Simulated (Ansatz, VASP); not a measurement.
Two plane-wave programs on MgCd3Se4

```
CELL_PARAMETERS angstrom
6.15099 0.00000 0.00000
0.00000 6.15099 0.00000
0.00000 0.00000 6.15099
ATOMIC_POSITIONS crystal
Mg 0.50000 0.50000 0.50000
Cd 0.00000 0.00000 0.50000
Cd 0.00000 0.50000 0.00000
Cd 0.50000 0.00000 0.00000
Se 0.74488 0.74488 0.74488
Se 0.74488 0.25512 0.25512
Se 0.25512 0.74488 0.25512
Se 0.25512 0.25512 0.74488
```

Alike in both runs: functional PBE; k mesh 4 × 4 × 4; occupations gaussian, width 0.1 eV; no spin polarisation.

Ansatz relaxed the structure, and its values are those at the end. VASP's run is a single point on that final structure, the one shown.

|  | VASP | Ansatz |
| --- | --- | --- |
| version | VASP 6.6.1 | Ansatz 0.2.0 |
| potentials or method | VASP PAW PBE potentials, release 64 (Mg, Cd, Se), cutoff 520 eV | scalar-relativistic, plane waves, PAW |
| valence electrons in the cell | 62 | 134 |

|  | VASP | Ansatz | Ansatz less VASP |
| --- | --- | --- | --- |
| gap on the k mesh at the Fermi level (eV) | 0.97 | 0.98 | +0.002 |
| least direct gap on the mesh (eV) | 0.97 | 0.98 | +0.002 |
| pressure (GPa) | 0.0 | -0.1 | -0.18 |
| rms of the force components (eV/Å) | 0.019 | 0.006 | -0.0128 |

VASP's potentials hold 62 valence electrons a cell and Ansatz's 134, so a difference there can come from the potentials and not from the codes.
